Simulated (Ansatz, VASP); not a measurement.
**Two plane-wave programs on TiAl3**

```
Ti Al
1.0
    -1.89709    1.89709    4.24789
     1.89709   -1.89709    4.24789
     1.89709    1.89709   -4.24789
Ti Al
1 3
Direct
  0.00000 0.00000 0.00000
  0.50000 0.50000 0.00000
  0.75000 0.25000 0.50000
  0.25000 0.75000 0.50000
```

Alike in both runs: functional PBE; dispersion D3(BJ); k mesh 16 × 16 × 16; occupations gaussian, width 0.1 eV; no spin polarisation.

Ansatz relaxed the structure, and its values are those at the end. VASP's run is a single point on that final structure, the one shown.

```csv
,VASP,Ansatz
version,VASP 6.6.1,Ansatz 0.2.0
potentials or method,"VASP PAW PBE potentials, release 64 (Ti_sv, Al), cutoff 520 eV","scalar-relativistic, plane waves, PAW"
valence electrons in the cell,21,21
```

|  | VASP | Ansatz | Ansatz less VASP |
| --- | --- | --- | --- |
| gap on the k mesh at the Fermi level (eV) | none | none | - |
| pressure (GPa) | 0.0 | 0.0 | +0.01 |

A gap of «none» marks a metal or a gap that the smearing closes.
